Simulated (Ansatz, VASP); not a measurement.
**One calculation of AgCl, two programs**

Contents of INCAR:

```
SYSTEM = AgCl
  PREC = Accurate
  ENCUT = 520
  EDIFF = 1E-6
  ISMEAR = 0
  SIGMA = 0.05
  LREAL = .False.
  LASPH = .True.
  NELM = 100
  ALGO = Normal
  ISIF = 2
  LWAVE = .False.
  LCHARG = .False.
  NBANDS = 16
```

The input KPOINTS:

```
Automatic mesh
0
Gamma
  8 8 8
  0 0 0
```

The input POSCAR:

```
AgCl
1.0
    0.0000000000      2.8840760000      2.7731500000
    2.7731500000      0.0000000000      2.7731500000
    2.7731500000      2.8840760000      0.0000000000
Ag Cl
1 1
Direct
    0.5000000000      0.5000000000      0.5000000000
    0.0000000000      0.0000000000      0.0000000000
```

Input for Ansatz:

```yaml
crystal:
  lattice:
    - [0.0, 2.884076, 2.77315]
    - [2.77315, 0.0, 2.77315]
    - [2.77315, 2.884076, 0.0]
  atoms:
    - { symbol: Ag, position: [0.5, 0.5, 0.5] }
    - { symbol: Cl, position: [0.0, 0.0, 0.0] }
basis:
  ecutwfc: 420
kpoints:
  mp_grid: { grid: [8, 8, 8] }
hamiltonian:
  xc: lda
scf:
  occupations: { method: gaussian, width: 0.05 }
output:
  forces: true
  stress: true
  eigenvalues: true
```

Change from the starting cell: strain +0.0400 x Voigt [0, 1, 0, 0, 0, 0], atoms carried along.

Alike in both runs: task single point; functional LDA; k mesh 8 × 8 × 8; occupations gaussian, width 0.05 eV; no spin polarisation.

|  | VASP | Ansatz |
| --- | --- | --- |
| version | VASP 6.6.1 | Ansatz 0.2.0 |
| potentials or method | VASP PAW LDA potentials, release 64 (Ag, Cl), cutoff 520 eV | scalar-relativistic, plane waves, PAW |
| valence electrons in the cell | 18 | 26 |

```tsv
	VASP	Ansatz	Ansatz less VASP
gap on the k mesh at the Fermi level (eV)	0.54	0.52	-0.026
least direct gap on the mesh (eV)	2.73	2.70	-0.026
pressure (GPa)	-6.8	-6.8	+0.02
traceless stress, the component that is largest in VASP (GPa)	0.08	0.10	+0.014
```

LDA's correlation is that of Perdew and Zunger in VASP and of Perdew and Wang (1992) in Ansatz. VASP's potentials hold 18 valence electrons a cell and Ansatz's 26, so a difference there can come from the potentials and not from the codes.
